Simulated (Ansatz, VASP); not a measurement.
## One calculation of Pt, two programs

```xyz
1
Lattice="-1.5819 1.5819 1.5819 1.5819 -1.5819 1.5819 1.5819 1.5819 -1.5819" Properties=species:S:1:pos:R:3 pbc="T T T"
Pt    0.0000    0.0000    0.0000
```

Alike in both runs: task single point; functional PBEsol; k mesh 16 × 16 × 16; occupations fermi-dirac, width 0.1 eV; no spin polarisation.

```csv
,VASP,Ansatz
version,VASP 6.6.1,Ansatz 0.2.0
potentials or method,"VASP PAW PBE potentials, release 64 (Pt), cutoff 520 eV","plane waves (420 eV) with PAW, scalar-relativistic"
valence electrons in the cell,10,18
```

```tsv
	VASP	Ansatz	Ansatz less VASP
pressure (GPa)	-10.1	-9.7	+0.37
```

VASP's potentials were made for PBE, not for PBEsol, and Ansatz warns of the same on its side. VASP's potentials hold 10 valence electrons a cell and Ansatz's 18, so a difference there can come from the potentials and not from the codes.

Neither program's run includes spin-orbit coupling.
